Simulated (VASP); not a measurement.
# Sb (Im-3m) in VASP: notebook

Sb is run at these levels: BLYP; tasks: single point.

Program: VASP 6.6.1. These are calculated values, not measurements. Logs are shortened: lines on timing, memory, paths and dates and some standing lists are left out, and cuts for length are marked.

### 1 The cell of the first run

The structure is cubic, space group Im-3m (No. 229). Conventional cell: a = 4.014 Å, b = 4.014 Å, c = 4.014 Å, α = 90.00°, β = 90.00°, γ = 90.00°. Sb (site symmetry m-3m) has 14 Sb at 3.48 to 4.01 Å within 4.6 Å.

### 2 Single point, BLYP (volume scaled by 1.08)

Input file INCAR:

```
SYSTEM = Sb
PREC = Accurate
ENCUT = 520
EDIFF = 1E-7
ISMEAR = -1
SIGMA = 0.1
LREAL = .False.
LASPH = .True.
NELM = 80
ALGO = Normal
ISIF = 2
LWAVE = .False.
LCHARG = .True.
GGA = B5
ALDAX = 1.0
AGGAX = 1.0
AGGAC = 1.0
ALDAC = 0.0
LELF = .True.
LVHAR = .True.
NBANDS = 8
```

Input file KPOINTS:

```
Automatic mesh
0
Gamma
  13 13 13
  0 0 0
```

Input file POSCAR:

```
Sb
1.0
   -2.0070599150      2.0070599150      2.0070599150
    2.0070599150     -2.0070599150      2.0070599150
    2.0070599150      2.0070599150     -2.0070599150
Sb
1
Direct
    0.0000000000      0.0000000000      0.0000000000
```

Potentials or basis: VASP PAW PBE potentials, release 64 (Sb).

On the command line:

```sh
cat potpaw_PBE.64/Sb/POTCAR > POTCAR
mpirun -np 1 vasp_std > vasp.out
```

OUTCAR:

```text
SYSTEM = Sb
   PREC = Accurate
   ENCUT = 520
   EDIFF = 1E-7
   ISMEAR = -1
   LREAL = .False.
   LASPH = .True.
   NELM = 80
   ISIF = 2
   GGA = B5

 ion  position               nearest neighbor table
   1  0.000  0.000  0.000-

  LATTYP: Found a body centered cubic cell.
 ALAT       =     4.0141198300

  Lattice vectors:

 A1 = (  -2.0070599150,   2.0070599150,   2.0070599150)
 A2 = (   2.0070599150,  -2.0070599150,   2.0070599150)
 A3 = (   2.0070599150,   2.0070599150,  -2.0070599150)

Analysis of symmetry for initial positions (statically):
=====================================================================
 Subroutine PRICEL returns:
 Original cell was already a primitive cell.

 Routine SETGRP: Setting up the symmetry group for a
 body centered cubic supercell.

 Subroutine GETGRP returns: Found 48 space group operations
 (whereof 48 operations were pure point group operations)
 out of a pool of 48 trial point group operations.

The static configuration has the point symmetry O_h .

Analysis of symmetry for dynamics (positions and initial velocities):
=====================================================================
 Subroutine PRICEL returns:
 Original cell was already a primitive cell.

 Routine SETGRP: Setting up the symmetry group for a
 body centered cubic supercell.

 Subroutine GETGRP returns: Found 48 space group operations
 (whereof 48 operations were pure point group operations)
 out of a pool of 48 trial point group operations.

The dynamic configuration has the point symmetry O_h .

 Subroutine INISYM returns: Found 48 space group operations
 (whereof 48 operations are pure point group operations),
 and found     1 'primitive' translations

----------------------------------------------------------------------------------------

                                     Primitive cell

  volume of cell :      32.3401

  direct lattice vectors                    reciprocal lattice vectors
    -2.007059915  2.007059915  2.007059915     0.000000000  0.249120615  0.249120615
     2.007059915 -2.007059915  2.007059915     0.249120615  0.000000000  0.249120615
     2.007059915  2.007059915 -2.007059915     0.249120615  0.249120615  0.000000000

  length of vectors
     3.476329747  3.476329747  3.476329747     0.352309752  0.352309752  0.352309752

  position of ions in fractional coordinates (direct lattice)
     0.000000000  0.000000000  0.000000000

  ion indices of the primitive-cell ions
   primitive index   ion index
                 1           1

----------------------------------------------------------------------------------------

 KPOINTS: Automatic mesh

Automatic generation of k-mesh.
 Grid dimensions read from file:
 generate k-points for:   13   13   13

 Generating k-lattice:

  Cartesian coordinates                     Fractional coordinates (reciprocal lattice)
     0.000000000  0.019163124  0.019163124     0.076923077  0.000000000  0.000000000
     0.019163124  0.000000000  0.019163124     0.000000000  0.076923077  0.000000000
     0.019163124  0.019163124  0.000000000     0.000000000  0.000000000  0.076923077

  Length of vectors
     0.027100750  0.027100750  0.027100750

  Shift w.r.t. Gamma in fractional coordinates (k-lattice)
     0.000000000  0.000000000  0.000000000

 Subroutine IBZKPT returns following result:
 ===========================================

 Found     84 irreducible k-points:

 Following reciprocal coordinates:
            Coordinates               Weight
  0.000000  0.000000  0.000000      1.000000
  0.076923  0.000000  0.000000     12.000000
  0.153846  0.000000  0.000000     12.000000
  0.230769  0.000000  0.000000     12.000000
  0.307692  0.000000  0.000000     12.000000
  0.384615  0.000000  0.000000     12.000000
[... 16 lines left out ...]
  0.153846  0.076923  0.076923     24.000000
  0.230769  0.076923  0.076923     24.000000
 [... further k-points ...]
   k-points           NKPTS =     84   k-points in BZ     NKDIM =     84   number of bands    NBANDS=      8
   number of dos      NEDOS =    301   number of ions     NIONS =      1
   total plane-waves  NPLWV =  21952
   dimension x,y,z NGX =    28 NGY =   28 NGZ =   28
   dimension x,y,z NGXF=    56 NGYF=   56 NGZF=   56
   ions per type =               1
   NGX,Y,Z   is equivalent  to a cutoff of  13.39, 13.39, 13.39 a.u.
   NGXF,Y,Z  is equivalent  to a cutoff of  26.78, 26.78, 26.78 a.u.
 SYSTEM =  Sb
   PREC   = accura    normal or accurate (medium, high low for compatibility)
   ISTART =      0    job   : 0-new  1-cont  2-samecut
   ICHARG =      2    charge: 1-file 2-atom 10-const
   ISPIN  =      1    spin polarized calculation?
   LNONCOLLINEAR =      F non collinear calculations
   LSORBIT =      F    spin-orbit coupling
   LASPH  =      T    aspherical Exc in radial PAW
   ENCUT  =  520.0 eV  38.22 Ry    6.18 a.u.   6.46  6.46  6.46*2*pi/ulx,y,z
   NELM   =     80;   NELMIN=  2; NELMDL= -5     # of ELM steps
   EDIFF  = 0.1E-06   stopping-criterion for ELM
   LREAL  =      F    real-space projection
   EDIFFG = 0.1E-05   stopping-criterion for IOM
   NSW    =      0    number of steps for IOM
   IBRION =     -1    ionic relax: 0-MD 1-quasi-New 2-CG
   NFREE  =      0    steps in history (QN), initial steepest desc. (CG)
   ISIF   =      2    stress and relaxation
   ISYM   =      2    0-nonsym 1-usesym 2-fastsym
   POTIM  = 0.5000    time-step for ionic-motion
   TEBEG  =    0.0;   TEEND  =   0.0 temperature during run
   PSTRESS=    0.0 pullay stress
   NELECT =       5.0000    total number of electrons
   NUPDOWN=      -1.0000    fix difference up-down
   EMIN   =  10.00;   EMAX   =-10.00  energy-range for DOS
   EFERMI =   0.00;   METHOD = LEGACY
   ISMEAR =    -1;   SIGMA  =   0.10  broadening in eV -4-tet -1-fermi 0-gaus
   EFERMI_NEDOS =   21; number of points for ismear=-14 and -15
   IALGO  =     38    algorithm
   IMIX   =      4    mixing-type and parameters
     AMIX     =   0.40;   BMIX     =  1.00
     AMIX_MAG =   1.60;   BMIX_MAG =  1.00
  volume/ion in A,a.u.               =      32.34       218.24
  Fermi-wavevector in a.u.,A,eV,Ry     =   0.878654  1.660415 10.504142  0.772033
  Thomas-Fermi vector in A             =   1.998770
   LORBIT       =      0    0 simple, 1 ext, 2 COOP (PROOUT), +10 PAW based schemes
   GGA     = B5    functional components
   LHFCALC =     F    Hartree Fock is set to
   AEXX    =    0.0000 exact exchange contribution
   IVDW    =     0    specifies the selected vdW correction
   LEPSILON=     F    determine dielectric tensor
   LRPA    =     F    only Hartree local field effects (RPA)
 non-spin polarized calculation
  energy-cutoff  :      520.00
  volume of cell :       32.34
 maximum number of plane-waves:       911
 NGX is ok and might be reduce to    28
   NGX = 13   NGY = 13   NGZ = 13

 number of electron       5.0000000 magnetization

 Free energy of the ion-electron system (eV)
  ---------------------------------------------------
  ext. energy  EPLUGINS =         0.00000000
  ---------------------------------------------------
  free energy    TOTEN  =        -3.01344309 eV

  energy without entropy =       -2.98732615  energy(sigma->0) =       -3.00038462

 E-fermi :   6.6504     XC(G=0):  -8.7885

 val. band max:        6.6124049648   @ k =   0.2308   0.0000   0.0000
 cond. band min:       6.6514757997   @ k =  -0.2308   0.2308   0.0769
 fundamental gap:      0.0390708349
 Fermi energy:         6.6503505211

 k-point     1 :       0.0000    0.0000    0.0000
  band No.  band energies     occupation
      1      -4.8654      2.00000
      2      10.7266      0.00000
      3      10.7266      0.00000
      4      10.7266      0.00000
      5      16.6689      0.00000
      6      16.6689      0.00000
      7      16.6689      0.00000
      8      17.0417      0.00000

 k-point     2 :       0.0769    0.0000    0.0000
  band No.  band energies     occupation
      1      -4.7646      2.00000
      2      10.0064      0.00000
      3      10.4621      0.00000
      4      10.6719      0.00000
      5      16.1801      0.00000
      6      16.1971      0.00000
      7      17.0831      0.00000
      8      17.6084      0.00000

 k-point     3 :       0.1538    0.0000    0.0000
  band No.  band energies     occupation
      1      -4.4652      2.00000
      2       8.4206      0.00000
      3       9.8509      0.00000
      4      10.5171      0.00000
      5      15.1460      0.00000
      6      15.4020      0.00000
      7      17.6075      0.00000
      8      17.7969      0.00000

 k-point     4 :       0.2308    0.0000    0.0000
  band No.  band energies     occupation
      1      -3.9788      2.00000
      2       6.6124      1.18748
      3       9.1687      0.00000
      4      10.2949      0.00000
      5      14.2286      0.00000
      6      14.7169      0.00000
      7      17.6541      0.00000
      8      18.1793      0.00000

 k-point     5 :       0.3077    0.0000    0.0000
  band No.  band energies     occupation
      1      -3.3344      2.00000
      2       4.8701      2.00000
      3       8.5762      0.00000
      4      10.0591      0.00000
      5      13.5489      0.00000
      6      14.1889      0.00000
      7      18.0433      0.00000
      8      18.7547      0.00000

 k-point     6 :       0.3846    0.0000    0.0000
  band No.  band energies     occupation
      1      -2.6115      2.00000
      2       3.3777      2.00000
      3       8.1510      0.00000
      4       9.8665      0.00000
      5      13.1042      0.00000
      6      13.8334      0.00000
      7      18.7008      0.00000
      8      19.4996      0.00000

 k-point     7 :       0.4615    0.0000    0.0000
  band No.  band energies     occupation
      1      -2.0371      2.00000
      2       2.4093      2.00000
      3       7.9306      0.00001
      4       9.7594      0.00000
      5      12.8846      0.00000
      6      13.6549      0.00000
      7      19.4547      0.00000
      8      20.3613      0.00000
[... 133 lines left out ...]
 k-point    20 :       0.3846    0.2308    0.0000
  band No.  band energies     occupation
      1      -1.5700      2.00000
      2       3.0122      2.00000
      3       5.1221      2.00000
      4       8.7786      0.00000
      5      14.3572      0.00000
      6      16.6061      0.00000
      7      18.1498      0.00000
      8      19.0830      0.00000

 k-point    21 :       0.3077    0.3077    0.0000
  band No.  band energies     occupation
      1      -1.4760      2.00000
      2       3.4718      2.00000
      3       4.2999      2.00000
      4       8.7085      0.00000
      5      14.6834      0.00000
      6      16.7010      0.00000
      7      17.6841      0.00000
      8      20.4889      0.00000

 k-point    22 :       0.0769    0.0769    0.0769
  band No.  band energies     occupation
      1      -4.2692      2.00000
      2       7.6976      0.00006
      3       9.7650      0.00000
      4       9.7650      0.00000
      5      15.4735      0.00000
      6      15.4735      0.00000
      7      17.3211      0.00000
      8      18.2048      0.00000

 k-point    23 :       0.1538    0.0769    0.0769
  band No.  band energies     occupation
      1      -3.7908      2.00000
      2       6.3077      1.93705
      3       8.7040      0.00000
      4       9.3756      0.00000
      5      15.2717      0.00000
      6      15.3203      0.00000
      7      18.0923      0.00000
      8      18.3436      0.00000

 k-point    24 :       0.2308    0.0769    0.0769
  band No.  band energies     occupation
      1      -3.1611      2.00000
      2       4.8456      2.00000
      3       7.8180      0.00002
      4       9.0079      0.00000
      5      14.8531      0.00000
      6      15.1961      0.00000
      7      18.5512      0.00000
      8      18.9029      0.00000

 [... further k-points ...]

------------------------ aborting loop because EDIFF is reached ----------------------------------------

  FORCE on cell =-STRESS in cart. coord.  units (eV):
  Direction    XX          YY          ZZ          XY          YZ          ZX
  --------------------------------------------------------------------------------------
  -------------------------------------------------------------------------------------
  Total       -0.5338550     -0.5338550     -0.5338550     -0.0000000      0.0000000     -0.0000000
  in kB      -26.4480027    -26.4480027    -26.4480027     -0.0000000      0.0000000     -0.0000000
  external PRESSURE =     -26.4480027 kB  Pullay stress =       0.0000000 kB

 VOLUME and BASIS-vectors are now :
 -----------------------------------------------------------------------------
  energy-cutoff  :      520.00
  volume of cell :       32.34
      direct lattice vectors                 reciprocal lattice vectors
    -2.007059915  2.007059915  2.007059915     0.000000000  0.249120615  0.249120615
     2.007059915 -2.007059915  2.007059915     0.249120615  0.000000000  0.249120615
     2.007059915  2.007059915 -2.007059915     0.249120615  0.249120615  0.000000000

 POSITION                                       TOTAL-FORCE (eV/Angst)
 -----------------------------------------------------------------------------------
      0.00000      0.00000      0.00000         0.000000     -0.000000      0.000000
 -----------------------------------------------------------------------------------
    total drift:                                0.000000      0.000000     -0.000000

  FREE ENERGIE OF THE ION-ELECTRON SYSTEM (eV)
  ---------------------------------------------------
  free  energy   TOTEN  =        -3.0134430942 eV

  energy  without entropy=       -2.9873261453  energy(sigma->0) =       -3.00038462
```

Wall time 23 s (1 thread of Intel Xeon Platinum 8259CL at 2.50GHz (Skylake/Cascade Lake), shared host); peak memory 0.17 GiB.

Results:

```yaml
Free_energy: -3.0134 eV
Pressure: -2.6 GPa
```

Caveat: the cell differs from its parent crystal (volume scaled by 1.08); the PAW data sets were made with another functional, which shifts forces and pressure a little; spin-orbit coupling is left out, which moves the levels of the heavy elements.

### 3 Single point, BLYP (volume scaled by 1.12)

Changes to INCAR since step 2:

```diff
@@ -12,3 +12,3 @@
 LWAVE = .False.
-LCHARG = .True.
+LCHARG = .False.
 GGA = B5
@@ -18,4 +18,2 @@
 ALDAC = 0.0
-LELF = .True.
-LVHAR = .True.
 NBANDS = 8
```

Input file KPOINTS:

```
regular mesh
0
Gamma
  13 13 13
  0 0 0
```

Input file POSCAR:

```
Sb
1.0
   -2.0315386679      2.0315386679      2.0315386679
    2.0315386679     -2.0315386679      2.0315386679
    2.0315386679      2.0315386679     -2.0315386679
Sb
1
Direct
    0.0000000000      0.0000000000      0.0000000000
```

Potentials or basis: VASP PAW PBE potentials, release 64 (Sb).

On the command line:

```sh
cat potpaw_PBE.64/Sb/POTCAR > POTCAR
mpirun -np 1 vasp_std > vasp.out
```

Run time: 24 s. Hardware: 1 thread of Intel Xeon Platinum 8259CL at 2.50GHz (Skylake/Cascade Lake), shared host; peak memory 0.16 GiB.

Results (log left out):

- Free energy: -2.9896 eV
- Pressure: -3.7 GPa

Levels at points of the mesh, in eV from the Fermi level:
```csv
k point,band 1,band 2,band 3,band 4,band 5,band 6
"(0.00, 0.00, 0.00)",-11.30,3.86,3.86,3.86,9.90,9.90
```

Caveat: the cell differs from its parent crystal (volume scaled by 1.12); the PAW data sets were made with another functional, which shifts forces and pressure a little; spin-orbit coupling is left out, which moves the levels of the heavy elements.

### 4 Single point, BLYP

This run uses another cell than the first one, of 29.94 Å³/atom, 0.926 times its volume.

Input file INCAR:

```
SYSTEM = Sb
AGGAC    = 1.0          
AGGAX    = 1.0          
ALDAC    = 0.0          
ALDAX    = 1.0          
ALGO     = Normal         ! electronic algorithm
EDIFF    = 1E-6           ! SCF threshold, eV
ENCUT    = 520            ! plane-wave cutoff, eV
GGA      = B5             ! functional
ISIF     = 2              ! what is computed and relaxed
ISMEAR   = -1             ! smearing method
LASPH    = .True.         ! aspherical terms in the spheres
LCHARG   = .False.        ! write CHGCAR
LREAL    = .False.        ! projectors in reciprocal space
LWAVE    = .False.        ! write WAVECAR
NBANDS   = 8              ! bands
NELM     = 60             ! most SCF steps
PREC     = Accurate       ! precision mode
SIGMA    = 0.1            ! smearing width, eV
```

Input file KPOINTS:

```
k-points
0
Gamma
  19 19 19
  0 0 0
```

Input file POSCAR:

```
Sb
1.0
   -1.9562262643      1.9562262643      1.9562262643
    1.9562262643     -1.9562262643      1.9562262643
    1.9562262643      1.9562262643     -1.9562262643
Sb
1
Direct
    0.0000000000      0.0000000000      0.0000000000
```

On the command line:

```sh
cat potpaw_PBE.64/Sb/POTCAR > POTCAR
mpirun -np 1 vasp_std > vasp.out
```

Wall time 39 s (1 thread of Intel Xeon Platinum 8259CL at 2.50GHz (Skylake/Cascade Lake), shared host); peak memory 0.19 GiB.

Results (log left out):

```
Free energy : -3.0328 eV
Pressure    : 0.3 GPa
```

Levels at points of the mesh, in eV from the Fermi level:
| k point | band 1 | band 2 | band 3 | band 4 | band 5 | band 6 |
| --- | --- | --- | --- | --- | --- | --- |
| (0.00, 0.00, 0.00) | -12.04 | 4.55 | 4.55 | 4.55 | 10.26 | 10.26 |

Caveat: the PAW data sets were made with another functional, which shifts forces and pressure a little; spin-orbit coupling is left out, which moves the levels of the heavy elements.

### 5 The runs side by side

```tsv
cell	k mesh	gap on the mesh (eV)	pressure (GPa)
a = 3.476 Å, angles 109.5°, 1 atom	13 × 13 × 13	none	-2.6
a = 3.519 Å, angles 109.5°, 1 atom	13 × 13 × 13	none	-3.7
a = 3.388 Å, angles 109.5°, 1 atom	19 × 19 × 19	none	0.3
```

Alike in all rows: task single point; level BLYP; potentials or basis VASP PAW PBE potentials, release 64 (Sb); no spin polarisation; cutoff (eV) 520; smearing fermi-dirac 0.1 eV.

Caveats: the PAW data sets were made with another functional, which shifts forces and pressure a little; spin-orbit coupling is left out, which moves the levels of the heavy elements.

Absolute energies hang on the potentials; compare differences alone.
